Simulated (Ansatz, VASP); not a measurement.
K: VASP beside Ansatz

Contents of INCAR:

```
SYSTEM = K
  PREC = Accurate
  ENCUT = 520
  EDIFF = 1E-6
  ISMEAR = -1
  SIGMA = 0.1
  LREAL = .FALSE.
  LASPH = .TRUE.
  NELM = 100
  ALGO = Normal
  ISIF = 2
  LWAVE = .FALSE.
  LCHARG = .TRUE.
  GGA = PS
  LELF = .TRUE.
  LVHAR = .TRUE.
  NBANDS = 10
```

File KPOINTS:

```
Automatic mesh
0
G
  14 14 14
  0 0 0
```

File POSCAR:

```
K
1.0
   -2.6125000000      2.6125000000      2.6125000000
    2.6125000000     -2.6125000000      2.6125000000
    2.6125000000      2.6125000000     -2.6125000000
K
1
Direct
    0.0000000000      0.0000000000      0.0000000000
```

Input for Ansatz:

```yaml
crystal:
  lattice:
    - [-2.6125, 2.6125, 2.6125]
    - [2.6125, -2.6125, 2.6125]
    - [2.6125, 2.6125, -2.6125]
  atoms:
    - { symbol: K, position: [0.0, 0.0, 0.0] }
hamiltonian:
  xc: pbesol
  pseudopotentials:
    kind: paw
    azcp:
      K: "pseudopotentials/K.paw.azcp"
basis:
  ecutwfc: 420
  fft_grid_basis: typed
kpoints:
  mp_grid: { grid: [14, 14, 14], shift: [0, 0, 0] }
magnetization:
  spin_polarized: false
scf:
  occupations: { method: fermi_dirac, width: 0.1 }
output:
  stress: true
```

Alike in both runs: task single point; functional PBEsol; k mesh 14 × 14 × 14; occupations fermi-dirac, width 0.1 eV; no spin polarisation.

```csv
,VASP,Ansatz
version,VASP 6.6.1,Ansatz 0.2.0
potentials or method,"VASP PAW PBE potentials, release 64 (K_sv), cutoff 520 eV","plane waves (420 eV) with PAW, scalar-relativistic"
valence electrons in the cell,9,9
```

```tsv
	VASP	Ansatz	Ansatz less VASP
pressure (GPa)	0.0	0.0	+0.01
```

VASP's potentials were made for PBE, not for PBEsol, and Ansatz warns of the same on its side.
